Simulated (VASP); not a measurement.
A run of VASP 6.6.1:

The input INCAR:

```
SYSTEM = BeTe
  PREC = Accurate
  ENCUT = 600
  EDIFF = 1E-6
  ISMEAR = 0
  SIGMA = 0.01
  LREAL = .FALSE.
  LASPH = .TRUE.
  NELM = 120
  ALGO = Normal
  ISIF = 2
  LWAVE = .FALSE.
  LCHARG = .TRUE.
  GGA = PS
  LELF = .TRUE.
  LVHAR = .TRUE.
  NBANDS = 11
  GGA_COMPAT = .FALSE.
```

Contents of KPOINTS:

```
regular mesh
0
G
  8 8 8
  0 0 0
```

File POSCAR:

```
BeTe
1.0
    0.0000000000      2.8167999037      2.8167999037
    2.8167999037      0.0000000000      2.8167999037
    2.8167999037      2.8167999037      0.0000000000
Be Te
1 1
Direct
    0.0000000000      0.0000000000      0.0000000000
    0.7500000000      0.7500000000      0.7500000000
```

Potentials or basis: VASP PAW PBE potentials, release 64 (Be, Te).

Launch:

```bash
$ cat potpaw_PBE.64/Be/POTCAR potpaw_PBE.64/Te/POTCAR > POTCAR
$ mpirun -np 1 vasp_std > vasp.out
```

Hardware: 1 thread of Intel Xeon 8259CL (shared host).

Q: Estimate the wall time of this run.

A: Wall time 15 s on 1 thread of Intel Xeon 8259CL (shared host), peak memory 0.18 GiB. Counts: scf iterations 11, k points 29.
